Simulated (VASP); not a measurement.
# CaHf (P4/mmm) in VASP: further runs

The runs below take CaHf through single point, relaxation of cell and atoms, with PBE.

Everything below comes from runs of VASP 6.6.1. Logs are shortened: lines on timing, memory, paths and dates and some standing lists are left out, and cuts for length are marked.

## 1. The cell of the first run

It takes space group P4/mmm (No. 123, tetragonal). The conventional cell has a = 3.243 Å, b = 3.243 Å, c = 5.268 Å, α = 90.00°, β = 90.00°, γ = 90.00°. Ca (site symmetry 4/mmm) has 4 Ca at 3.24 Å and 8 Hf at 3.49 Å within 4.3 Å. Hf (site symmetry 4/mmm) has 4 Hf at 3.24 Å and 8 Ca at 3.49 Å within 4.3 Å.

## 2. Single point, PBE

The input, INCAR:

```
PREC = Accurate ; ENCUT = 520
EDIFF = 1E-6 ; ISMEAR = 0
SIGMA = 0.1 ; LREAL = F
LASPH = T ; NELM = 100
ALGO = Fast ; ISIF = 2
LWAVE = F ; LCHARG = F
GGA = PE ; NBANDS = 17
```

The input, KPOINTS:

```
regular mesh
0
Gamma
  18 18 10
```

The input, POSCAR:

```
CaHf
1.0
    3.2425189146      0.0000000000      0.0000000000
    0.0000000000      3.2425189146      0.0000000000
    0.0000000000      0.0000000000      5.2678468319
Ca Hf
1 1
Direct
    0.5000000000      0.5000000000      0.5000000000
    0.0000000000      0.0000000000      0.0000000000
```

Potentials or basis: VASP PAW PBE potentials, release 64 (Ca_sv, Hf_pv).

Started as:

```console
> cat potpaw_PBE.64/Ca_sv/POTCAR potpaw_PBE.64/Hf_pv/POTCAR > POTCAR
> mpirun -np 1 vasp_std > vasp.out
```

OUTCAR:

```text
PREC = Accurate
   ENCUT = 520
   EDIFF = 1E-6
   ISMEAR = 0
   LREAL = F
   LASPH = T
   NELM = 100
   ISIF = 2
   GGA = PE

 ion  position               nearest neighbor table
   1  0.500  0.500  0.500-   2 3.49   2 3.49   2 3.49   2 3.49   2 3.49   2 3.49   2 3.49   2 3.49

   2  0.000  0.000  0.000-   1 3.49   1 3.49   1 3.49   1 3.49   1 3.49   1 3.49   1 3.49   1 3.49

  LATTYP: Found a simple tetragonal cell.
 ALAT       =     3.2425189146
 C/A-ratio  =     1.6246156062

  Lattice vectors:

 A1 = (   3.2425189146,   0.0000000000,   0.0000000000)
 A2 = (   0.0000000000,   3.2425189146,   0.0000000000)
 A3 = (   0.0000000000,   0.0000000000,   5.2678468319)

Analysis of symmetry for initial positions (statically):
=====================================================================
 Subroutine PRICEL returns:
 Original cell was already a primitive cell.

 Routine SETGRP: Setting up the symmetry group for a
 simple tetragonal supercell.

 Subroutine GETGRP returns: Found 16 space group operations
 (whereof 16 operations were pure point group operations)
 out of a pool of 16 trial point group operations.

The static configuration has the point symmetry D_4h.

Analysis of symmetry for dynamics (positions and initial velocities):
=====================================================================
 Subroutine PRICEL returns:
 Original cell was already a primitive cell.

 Routine SETGRP: Setting up the symmetry group for a
 simple tetragonal supercell.

 Subroutine GETGRP returns: Found 16 space group operations
 (whereof 16 operations were pure point group operations)
 out of a pool of 16 trial point group operations.

The dynamic configuration has the point symmetry D_4h.

 Subroutine INISYM returns: Found 16 space group operations
 (whereof 16 operations are pure point group operations),
 and found     1 'primitive' translations

----------------------------------------------------------------------------------------

                                     Primitive cell

  volume of cell :      55.3858

  direct lattice vectors                    reciprocal lattice vectors
     3.242518915  0.000000000  0.000000000     0.308402210  0.000000000  0.000000000
     0.000000000  3.242518915  0.000000000     0.000000000  0.308402210  0.000000000
     0.000000000  0.000000000  5.267846832     0.000000000  0.000000000  0.189830880

  length of vectors
     3.242518915  3.242518915  5.267846832     0.308402210  0.308402210  0.189830880

  position of ions in fractional coordinates (direct lattice)
     0.500000000  0.500000000  0.500000000
     0.000000000  0.000000000  0.000000000

  ion indices of the primitive-cell ions
   primitive index   ion index
                 1           1
                 2           2

----------------------------------------------------------------------------------------

 KPOINTS: regular mesh

Automatic generation of k-mesh.
 Grid dimensions read from file:
 generate k-points for:   18   18   10

 Generating k-lattice:

  Cartesian coordinates                     Fractional coordinates (reciprocal lattice)
     0.017133456  0.000000000  0.000000000     0.055555556  0.000000000  0.000000000
     0.000000000  0.017133456  0.000000000     0.000000000  0.055555556  0.000000000
     0.000000000  0.000000000  0.018983088     0.000000000  0.000000000  0.100000000

  Length of vectors
     0.017133456  0.017133456  0.018983088

  Shift w.r.t. Gamma in fractional coordinates (k-lattice)
     0.000000000  0.000000000  0.000000000

 Subroutine IBZKPT returns following result:
 ===========================================

 Found    330 irreducible k-points:

 Following reciprocal coordinates:
            Coordinates               Weight
  0.000000  0.000000  0.000000      1.000000
  0.055556  0.000000  0.000000      4.000000
  0.111111  0.000000  0.000000      4.000000
  0.166667  0.000000  0.000000      4.000000
  0.222222  0.000000  0.000000      4.000000
  0.277778  0.000000  0.000000      4.000000
[... 16 lines left out ...]
  0.277778  0.111111  0.000000      8.000000
  0.333333  0.111111  0.000000      8.000000
 [... further k-points ...]
   k-points           NKPTS =    330   k-points in BZ     NKDIM =    330   number of bands    NBANDS=     17
   number of dos      NEDOS =    301   number of ions     NIONS =      2
   total plane-waves  NPLWV =  23040
   dimension x,y,z NGX =    24 NGY =   24 NGZ =   40
   dimension x,y,z NGXF=    48 NGYF=   48 NGZF=   80
   ions per type =               1   1
   NGX,Y,Z   is equivalent  to a cutoff of  12.30, 12.30, 12.62 a.u.
   NGXF,Y,Z  is equivalent  to a cutoff of  24.61, 24.61, 25.25 a.u.
 SYSTEM =  unknown system
   PREC   = accura    normal or accurate (medium, high low for compatibility)
   ISTART =      0    job   : 0-new  1-cont  2-samecut
   ICHARG =      2    charge: 1-file 2-atom 10-const
   ISPIN  =      1    spin polarized calculation?
   LNONCOLLINEAR =      F non collinear calculations
   LSORBIT =      F    spin-orbit coupling
   LASPH  =      T    aspherical Exc in radial PAW
   ENCUT  =  520.0 eV  38.22 Ry    6.18 a.u.   6.03  6.03  9.79*2*pi/ulx,y,z
   NELM   =    100;   NELMIN=  2; NELMDL= -5     # of ELM steps
   EDIFF  = 0.1E-05   stopping-criterion for ELM
   LREAL  =      F    real-space projection
   EDIFFG = 0.1E-04   stopping-criterion for IOM
   NSW    =      0    number of steps for IOM
   IBRION =     -1    ionic relax: 0-MD 1-quasi-New 2-CG
   NFREE  =      0    steps in history (QN), initial steepest desc. (CG)
   ISIF   =      2    stress and relaxation
   ISYM   =      2    0-nonsym 1-usesym 2-fastsym
   POTIM  = 0.5000    time-step for ionic-motion
   TEBEG  =    0.0;   TEEND  =   0.0 temperature during run
   PSTRESS=    0.0 pullay stress
   NELECT =      20.0000    total number of electrons
   NUPDOWN=      -1.0000    fix difference up-down
   EMIN   =  10.00;   EMAX   =-10.00  energy-range for DOS
   EFERMI =   0.00;   METHOD = LEGACY
   ISMEAR =     0;   SIGMA  =   0.10  broadening in eV -4-tet -1-fermi 0-gaus
   EFERMI_NEDOS =   21; number of points for ismear=-14 and -15
   IALGO  =     68    algorithm
   IMIX   =      4    mixing-type and parameters
     AMIX     =   0.40;   BMIX     =  1.00
     AMIX_MAG =   1.60;   BMIX_MAG =  1.00
  volume/ion in A,a.u.               =      27.69       186.88
  Fermi-wavevector in a.u.,A,eV,Ry     =   1.165786  2.203016 18.491088  1.359057
  Thomas-Fermi vector in A             =   2.302307
   LORBIT       =      0    0 simple, 1 ext, 2 COOP (PROOUT), +10 PAW based schemes
   GGA     = PE    functional components
   LHFCALC =     F    Hartree Fock is set to
   AEXX    =    0.0000 exact exchange contribution
   IVDW    =     0    specifies the selected vdW correction
   LEPSILON=     F    determine dielectric tensor
   LRPA    =     F    only Hartree local field effects (RPA)
 non-spin polarized calculation
 RMM-DIIS sequential band-by-band and
 Gauss-broadening in eV      SIGMA  =   0.10
  energy-cutoff  :      520.00
  volume of cell :       55.39
 maximum number of plane-waves:      1520
   NGX = 13   NGY = 13   NGZ = 19

 number of electron      20.0000000 magnetization

 Free energy of the ion-electron system (eV)
  ---------------------------------------------------
  ext. energy  EPLUGINS =         0.00000000
  ---------------------------------------------------
  free energy    TOTEN  =       -10.72169908 eV

  energy without entropy =      -10.70370277  energy(sigma->0) =      -10.71270093

 E-fermi :   3.5014     XC(G=0):  -9.7451

 val. band max:        3.4999491206   @ k =   0.5000   0.2778   0.5000
 cond. band min:       3.5018729313   @ k =   0.4444   0.2778   0.3000
 fundamental gap:      0.0019238107
 Fermi energy:         3.5014464297

 k-point     1 :       0.0000    0.0000    0.0000
  band No.  band energies     occupation
      1     -37.1337      2.00000
      2     -27.4932      2.00000
      3     -27.1962      2.00000
      4     -27.1962      2.00000
      5     -18.1086      2.00000
      6     -18.0032      2.00000
[... 9 lines left out ...]
     16       9.4460      0.00000
     17       9.5543      0.00000

 k-point     2 :       0.0556    0.0000    0.0000
  band No.  band energies     occupation
      1     -37.1322      2.00000
      2     -27.4921      2.00000
      3     -27.2063      2.00000
      4     -27.1954      2.00000
      5     -18.1071      2.00000
      6     -18.0179      2.00000
[... 9 lines left out ...]
     16       9.3102      0.00000
     17       9.5559      0.00000

 k-point     3 :       0.1111    0.0000    0.0000
  band No.  band energies     occupation
      1     -37.1279      2.00000
      2     -27.4889      2.00000
      3     -27.2353      2.00000
      4     -27.1930      2.00000
      5     -18.1027      2.00000
      6     -18.0601      2.00000
[... 9 lines left out ...]
     16       7.7617      0.00000
     17       9.1856      0.00000

 k-point     4 :       0.1667    0.0000    0.0000
  band No.  band energies     occupation
      1     -37.1213      2.00000
      2     -27.4841      2.00000
      3     -27.2794      2.00000
      4     -27.1893      2.00000
      5     -18.1241      2.00000
      6     -18.0959      2.00000
[... 9 lines left out ...]
     16       7.4274      0.00000
     17       8.8640      0.00000
[... 343 lines left out ...]
      1     -37.1074      2.00000
      2     -27.4741      2.00000
      3     -27.3293      2.00000
      4     -27.2233      2.00000
      5     -18.1953      2.00000
      6     -18.0814      2.00000
[... 9 lines left out ...]
     16       7.4963      0.00000
     17       8.1798      0.00000

 k-point    23 :       0.2778    0.1111    0.0000
  band No.  band energies     occupation
      1     -37.0988      2.00000
      2     -27.4679      2.00000
      3     -27.3855      2.00000
      4     -27.2183      2.00000
      5     -18.2759      2.00000
      6     -18.0724      2.00000
[... 9 lines left out ...]
     16       7.8392      0.00000
     17       7.9519      0.00000

 k-point    24 :       0.3333    0.1111    0.0000
  band No.  band energies     occupation
      1     -37.0907      2.00000
      2     -27.4620      2.00000
      3     -27.4379      2.00000
      4     -27.2136      2.00000
      5     -18.3506      2.00000
      6     -18.0639      2.00000
[... 9 lines left out ...]
     16       7.7939      0.00000
     17       8.7566      0.00000

 [... further k-points ...]
[... 5 lines left out ...]
  --------------------------------------------------------------------------------------
  -------------------------------------------------------------------------------------
  Total       -0.0011536     -0.0011536      0.0127844      0.0000000      0.0000000      0.0000000
  in kB       -0.0333703     -0.0333703      0.3698232      0.0000000      0.0000000      0.0000000
  external PRESSURE =       0.1010275 kB  Pullay stress =       0.0000000 kB

 VOLUME and BASIS-vectors are now :
 -----------------------------------------------------------------------------
  energy-cutoff  :      520.00
  volume of cell :       55.39
      direct lattice vectors                 reciprocal lattice vectors
     3.242518915  0.000000000  0.000000000     0.308402210  0.000000000  0.000000000
     0.000000000  3.242518915  0.000000000     0.000000000  0.308402210  0.000000000
     0.000000000  0.000000000  5.267846832     0.000000000  0.000000000  0.189830880

 POSITION                                       TOTAL-FORCE (eV/Angst)
 -----------------------------------------------------------------------------------
      1.62126      1.62126      2.63392         0.000000      0.000000      0.000000
      0.00000      0.00000      0.00000         0.000000      0.000000      0.000000
 -----------------------------------------------------------------------------------
    total drift:                               -0.000000      0.000000     -0.000000

  FREE ENERGIE OF THE ION-ELECTRON SYSTEM (eV)
  ---------------------------------------------------
  free  energy   TOTEN  =       -10.7216990796 eV

  energy  without entropy=      -10.7037027732  energy(sigma->0) =      -10.71270093
```

It took 2.5 min on 1 thread of Intel Xeon 6975P-C (Granite Rapids), shared host; peak memory 0.43 GiB.

Results:

```yaml
Free_energy: -10.7217 eV
Pressure: 0.0 GPa
Band_gap_on_the_k_mesh: zero (band 10 reaches 3.89 eV, above the bottom of band 11 at 2.84 eV)
```

Caveat: spin-orbit coupling is left out, which moves the levels of the heavy elements.

## 3. Relaxation of cell and atoms, PBE

This run uses another cell than the first one, of 27.61 Å³/atom, 0.997 times its volume.

The input, INCAR:

```
SYSTEM = CaHf
PREC = Accurate ; ENCUT = 600
EDIFF = 1E-6 ; ISMEAR = 0
SIGMA = 0.1 ; LREAL = .FALSE.
LASPH = .TRUE. ; NELM = 80
ALGO = Fast ; ISIF = 3
LWAVE = .FALSE. ; LCHARG = .FALSE.
GGA = PE ; IBRION = 2
NSW = 100 ; EDIFFG = -0.01
```

The input, KPOINTS:

```
regular mesh
0
G
  18 18 10
  0 0 0
```

The input, POSCAR:

```
CaHf
1.0
    3.2389211637      0.0000000000      0.0000000000
    0.0000000000      3.2389211637      0.0000000000
    0.0000000000      0.0000000000      5.2637755445
Ca Hf
1 1
Direct
    0.5000000000      0.5000000000      0.5000000000
    0.0000000000      0.0000000000      0.0000000000
```

Potentials or basis: VASP PAW PBE potentials, release 64 (Ca_sv, Hf_pv).

Started as:

```console
> cat potpaw_PBE.64/Ca_sv/POTCAR potpaw_PBE.64/Hf_pv/POTCAR > POTCAR
> mpirun -np 1 vasp_std > vasp.out
```

Run time: 15 min. Hardware: 1 thread of Oxide Virtual Turin-like, shared host; peak memory 0.45 GiB.

Results (log left out):

```yaml
Free_energy: -10.7218 eV
Relaxed_volume: 27.67 Å³/atom
Relaxed_cell: a = 3.241 Å, b = 3.241 Å, c = 5.268 Å, α = 90.00°, β = 90.00°, γ = 90.00°
Space_group_after_relaxing_to_0.05_Å: P4/mmm (No. 123)
Energy_gained_by_relaxing: 0.0 meV/atom
Ionic_steps: 2
Pressure_after_relaxing: 0.0 GPa
Band_gap_on_the_k_mesh: zero (band 10 reaches 3.89 eV, above the bottom of band 11 at 2.84 eV)
```

Final structure:
```
CELL_PARAMETERS angstrom
3.24126 0.00000 0.00000
0.00000 3.24126 0.00000
0.00000 0.00000 5.26847
ATOMIC_POSITIONS crystal
Ca 0.50000 0.50000 0.50000
Hf 0.00000 0.00000 0.00000
```

Levels at points of the mesh, in eV from the Fermi level:
```tsv
k point	band 6	band 7	band 8	band 9	band 10	band 11	band 12	band 13	band 14
(0.00, 0.00, 0.00)	-21.51	-21.51	-5.62	-1.89	-0.81	0.93	2.15	2.49	2.49
(0.50, 0.00, 0.00)	-21.56	-21.46	-2.44	-1.05	-0.54	0.09	0.79	1.97	2.50
(0.50, 0.50, 0.00)	-21.90	-21.50	-1.86	-1.41	-0.66	-0.66	2.73	2.73	4.82
(0.00, 0.00, 0.50)	-21.51	-21.51	-4.63	-2.95	-0.60	0.55	1.68	2.40	3.00
(0.50, 0.00, 0.50)	-21.56	-21.46	-2.56	-1.78	0.37	0.61	0.67	2.24	2.41
(0.50, 0.50, 0.50)	-21.90	-21.51	-1.44	-0.16	-0.01	-0.01	1.27	1.27	1.58
```

Caveat: spin-orbit coupling is left out, which moves the levels of the heavy elements.
